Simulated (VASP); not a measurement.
Write the native input for VASP 6.6.1 that does the following.

| Quantity | Value |
| --- | --- |
| Task | single point |
| Functional | LDA |
| Potentials or basis | VASP PAW LDA potentials, release 64 (Cr_pv) |
| Cutoff | 520 eV |
| k mesh | 24 × 24 × 12 |
| Occupations | fermi-dirac, width 0.1 eV |
| Spin | no spin polarisation |
| Dipole correction | no |
| Further INCAR settings | ALGO = Normal; EDIFF = 1e-07; NBANDS = 19 |

The structure of Cr lies in POSCAR:

```
Cr
1.0
    2.4360082455      0.0000000000      0.0000000000
   -1.2180041228      2.1096450244      0.0000000000
    0.0000000000      0.0000000000      4.3453964652
Cr
2
Direct
    0.3333333333      0.6666666667      0.2500000000
    0.6666666667      0.3333333333      0.7500000000
```

These files were run (other wordings do the same):

INCAR

```
PREC = Accurate ; ENCUT = 520
EDIFF = 1E-7 ; ISMEAR = -1
SIGMA = 0.1 ; LREAL = False
LASPH = True ; NELM = 80
ALGO = Normal ; ISIF = 2
LWAVE = False ; LCHARG = False
NBANDS = 19
```

KPOINTS

```
Automatic mesh
0
Gamma
  24 24 12
```

Potentials or basis: VASP PAW LDA potentials, release 64 (Cr_pv).

Launch:

```sh
$ cat potpaw_LDA.64/Cr_pv/POTCAR > POTCAR
$ mpirun -np 1 vasp_std > vasp.out
```

It gave:

The pressure is 0.1 GPa and the band gap on the k mesh is zero (band 12 reaches 12.11 eV, above the bottom of band 13 at 10.71 eV).

Caveat: the run has no spin polarisation, though such a crystal can be magnetic.

Run time: 92 s on 1 thread of Intel(R) Xeon(R) Platinum 8488C (Sapphire Rapids), on a shared host, peak memory 0.24 GiB.
